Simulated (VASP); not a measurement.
Runs of VASP 6.6.1 on MgO3. The structure is that of space group Im-3m (No. 229), or close to it. The cells are those of the table. 

```csv
task,spin,cell,k mesh,cutoff (eV),gap on the mesh (eV),pressure (GPa),moment (μB),relaxed volume (Å³/atom)
relaxation of cell and atoms,"collinear, ferromagnetic start","relaxed from a = 3.621 Å, angles 109.5°, 4 atoms",16 × 16 × 16,600,none,0.0,0.00,9.01
single point,off,"a = 3.991 Å, angles 109.5°, 4 atoms",6 × 6 × 6,520,none,-22.4,-,-
single point,"collinear, ferromagnetic start","a = 3.991 Å, angles 109.5°, 4 atoms",6 × 6 × 6,520,none,-22.4,1.00,-
single point,"collinear, ferromagnetic start","a = 3.611 Å, angles 109.5°, 4 atoms",16 × 16 × 16,520,none,-0.7,0.00,-
relaxation of cell and atoms,"collinear, ferromagnetic start","relaxed from a = 3.991 Å, angles 109.5°, 4 atoms",6 × 6 × 6,600,none,-0.4,1.00,(a)
single point,"collinear, ferromagnetic start","a = 3.621 Å, angles 109.5°, 4 atoms",6 × 6 × 6,520,none,-0.7,1.00,-
```

Alike in all rows: level PBE; potentials or basis VASP PAW PBE potentials, release 64 (Mg, O); smearing gaussian 0.1 eV.

**Question.** Estimate the missing entries.

**Answer.** (a) 9.11.

Caveats: the volume moved by over 15 % at a fixed basis, so the end points are rough (some runs).

A gap of «none» marks levels without a gap at the run's occupations.
